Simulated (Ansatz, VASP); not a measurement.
## AlN in VASP and in Ansatz

POSCAR

```
AlN
1.0
    0.0000000000      1.7397767314      1.7397767314
    1.7397767314      0.0000000000      1.7397767314
    1.7397767314      1.7397767314      0.0000000000
Al N
1 1
Direct
    0.0000000000      0.0000000000      0.0000000000
    0.5000000000      0.5000000000      0.5000000000
```

INCAR.step1

```
SYSTEM = AlN
PREC = Accurate
ENCUT = 520
ISMEAR = -1
SIGMA = 0.05
LREAL = .FALSE.
LASPH = .TRUE.
NELM = 80
NBANDS = 11
GGA = PE
ALGO = Normal
EDIFF = 1E-4
LWAVE = .TRUE.
LCHARG = .FALSE.
```

INCAR.step2

```
SYSTEM = AlN
PREC = Accurate
ENCUT = 520
EDIFF = 1E-7
ISMEAR = -1
SIGMA = 0.05
LREAL = .FALSE.
LASPH = .TRUE.
NELM = 80
ALGO = Normal
ISIF = 2
LWAVE = .FALSE.
LCHARG = .FALSE.
METAGGA = R2SCAN
LMIXTAU = .TRUE.
NBANDS = 11
ISTART = 1
```

The input KPOINTS:

```
Automatic mesh
0
G
  15 15 15
  0 0 0
```

Input for Ansatz:

```yaml
crystal:
  lattice:
    - [0.0, 1.7397767314, 1.7397767314]
    - [1.7397767314, 0.0, 1.7397767314]
    - [1.7397767314, 1.7397767314, 0.0]
  atoms:
    - { symbol: Al, position: [0.0, 0.0, 0.0] }
    - { symbol: "N", position: [0.5, 0.5, 0.5] }
kpoints:
  mp_grid: { grid: [15, 15, 15] }
scf:
  occupations: { method: fermi_dirac, width: 0.05 }
hamiltonian:
  xc: r2scan
  pseudopotentials: { kind: paw }
output:
  forces: true
  stress: true
  eigenvalues: true
  populations: true
```

Change from the starting cell: volume scaled by 0.64, PAW files.

Alike in both runs: task single point; functional r2SCAN; k mesh 15 × 15 × 15; occupations fermi-dirac, width 0.05 eV; no spin polarisation.

|  | VASP | Ansatz |
| --- | --- | --- |
| version | VASP 6.6.1 | Ansatz 0.2.0 |
| potentials or method | VASP PAW PBE potentials, release 64 (Al, N) | PAW with Ansatz's default frozen-core files, scalar-relativistic |
| plane-wave cutoff (eV) | 520 | 500 |
| valence electrons in the cell | 8 | 8 |

|  | VASP | Ansatz | Ansatz less VASP |
| --- | --- | --- | --- |
| gap on the k mesh at the Fermi level (eV) | 4.74 | 4.80 | +0.064 |
| pressure (GPa) | 292.2 | 287.8 | -4.44 |

VASP's potentials were made for PBE, not for r2SCAN. Both programs put the cell under a high pressure, so it lies far from rest at this level.

Noted on VASP's run: the cell as given lies far from equilibrium.
